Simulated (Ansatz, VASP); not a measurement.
**One calculation of Si2Mo, two programs**

The input INCAR:

```
PREC     = Accurate       # precision mode
ENCUT    = 520            # plane-wave cutoff, eV
EDIFF    = 1E-6           # SCF threshold, eV
ISMEAR   = 0              # smearing method
SIGMA    = 0.15           # smearing width, eV
LREAL    = F              # projectors in reciprocal space
LASPH    = T              # aspherical terms in the spheres
NELM     = 60             # most SCF steps
ALGO     = Normal         # electronic algorithm
ISIF     = 2              # what is computed and relaxed
LWAVE    = F              # write WAVECAR
LCHARG   = F              # write CHGCAR
GGA      = PE             # functional
NBANDS   = 18             # bands
```

Contents of KPOINTS:

```
Automatic mesh
0
Gamma
  20 20 20
```

File POSCAR:

```
Si2Mo
1.0
   -1.6888448819      1.6888448819      4.0349227079
    1.6888448819     -1.6888448819      4.0349227079
    1.6888448819      1.6888448819     -4.0349227079
Si Mo
2 1
Direct
    0.3350991346      0.3350991346      0.0000000000
    0.6649008654      0.6649008654      0.0000000000
    0.0000000000      0.0000000000      0.0000000000
```

Input for Ansatz:

```yaml
crystal:
  lattice:
    - [-1.6888448819, 1.6888448819, 4.0349227079]
    - [1.6888448819, -1.6888448819, 4.0349227079]
    - [1.6888448819, 1.6888448819, -4.0349227079]
  atoms:
    - { symbol: Si, position: [0.3350991346, 0.3350991346, 0.0] }
    - { symbol: Si, position: [0.6649008654, 0.6649008654, 0.0] }
    - { symbol: Mo, position: [0.0, 0.0, 0.0] }
basis:
  ecutwfc: 420
kpoints:
  mp_grid: { grid: [20, 20, 20] }
hamiltonian:
  xc: pbe
scf:
  occupations: { method: gaussian, width: 0.15 }
output:
  forces: true
  stress: true
  eigenvalues: true
```

Change from the starting cell: strain +0.050 along x and y, +0.025 along z, atoms carried along.

Alike in both runs: task single point; functional PBE; k mesh 20 × 20 × 20; occupations gaussian, width 0.15 eV; no spin polarisation.

```csv
,VASP,Ansatz
version,VASP 6.6.1,Ansatz 0.2.0
potentials or method,"VASP PAW PBE potentials, release 64 (Si, Mo_sv), cutoff 520 eV","scalar-relativistic, plane waves, PAW"
valence electrons in the cell,22,22
```

```tsv
	VASP	Ansatz	Ansatz less VASP
gap on the k mesh at the Fermi level (eV)	none	none	-
pressure (GPa)	-18.8	-18.9	-0.11
traceless stress, the component that is largest in VASP (GPa)	2.82	2.83	+0.004
rms of the force components (eV/Å)	0.098	0.099	+0.0008
```

Atom by atom the forces differ by 0.001 eV/Å (rms over components). A gap of «none» marks a metal or a gap that the smearing closes.
